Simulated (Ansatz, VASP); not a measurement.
**Two plane-wave programs on BP**

```
CELL_PARAMETERS angstrom
0.00000 2.24586 2.24586
2.24586 0.00000 2.24586
2.24586 2.24586 0.00000
ATOMIC_POSITIONS crystal
B 0.00000 0.00000 0.00000
P 0.25000 0.25000 0.25000
```

Alike in both runs: task single point; functional LDA; k mesh 6 × 6 × 6; occupations gaussian, width 0.05 eV; no spin polarisation.

|  | VASP | Ansatz |
| --- | --- | --- |
| version | VASP 6.6.1 | Ansatz 0.2.0 |
| potentials or method | VASP PAW LDA potentials, release 64 (B, P), cutoff 500 eV | scalar-relativistic, plane waves, PAW |
| valence electrons in the cell | 8 | 8 |

VASP gave:

* gap on the k mesh at the Fermi level (eV): 1.24
* least direct gap on the mesh (eV): 3.42
* pressure (GPa): -0.1

Task: Estimate Ansatz's values.

Result: gap on the k mesh at the Fermi level (eV): 1.24; least direct gap on the mesh (eV): 3.42; pressure (GPa): 0.0.

LDA's correlation is that of Perdew and Zunger in VASP and of Perdew and Wang (1992) in Ansatz.
